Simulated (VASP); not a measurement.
WC: single point with r2SCAN

The system is WC.

```
W C
1.0
     2.90184    0.00000    0.00000
    -1.45092    2.51307    0.00000
     0.00000    0.00000    2.82849
W C
1 1
Direct
  0.00000 0.00000 0.00000
  0.66667 0.33333 0.50000
```

```
Program             : VASP 6.6.1
Task                : single point
Functional          : r2SCAN
Potentials or basis : VASP PAW PBE potentials, release 64 (W_sv, C)
Cutoff              : 520 eV
k mesh              : 18 × 18 × 14
Occupations         : gaussian, width 0.1 eV
Spin                : no spin polarisation
```

```yaml
Pressure: 6.0 GPa
Band_gap_on_the_k_mesh: zero (band 9 reaches 11.80 eV, above the bottom of band 10 at 10.47 eV)
```

Stress tensor (GPa, compression positive):
```
5.88 0.00 0.00
0.00 5.88 0.00
0.00 0.00 6.24
```

Levels at points of the mesh, in eV from the Fermi level:
```csv
k point,band 6,band 7,band 8,band 9,band 10,band 11,band 12,band 13
"(0.00, 0.00, 0.00)",-4.51,-3.50,-3.50,0.13,3.46,3.46,6.02,6.02
"(0.50, 0.00, 0.00)",-7.35,-3.76,-3.71,-0.50,2.53,4.79,5.16,7.35
"(0.00, 0.00, 0.50)",-9.04,-2.11,-2.11,-0.57,-0.57,3.88,4.87,4.87
"(0.50, 0.00, 0.50)",-6.75,-4.52,-4.37,0.25,4.66,5.56,7.06,9.76
```

Wall time 2.9 min on 1 thread of Intel(R) Xeon(R) Platinum 8488C (Sapphire Rapids) (shared host), peak memory 0.22 GiB.

Caveat: the PAW data sets were made with another functional, which shifts forces and pressure a little; spin-orbit coupling is left out, which moves the levels of the heavy elements.
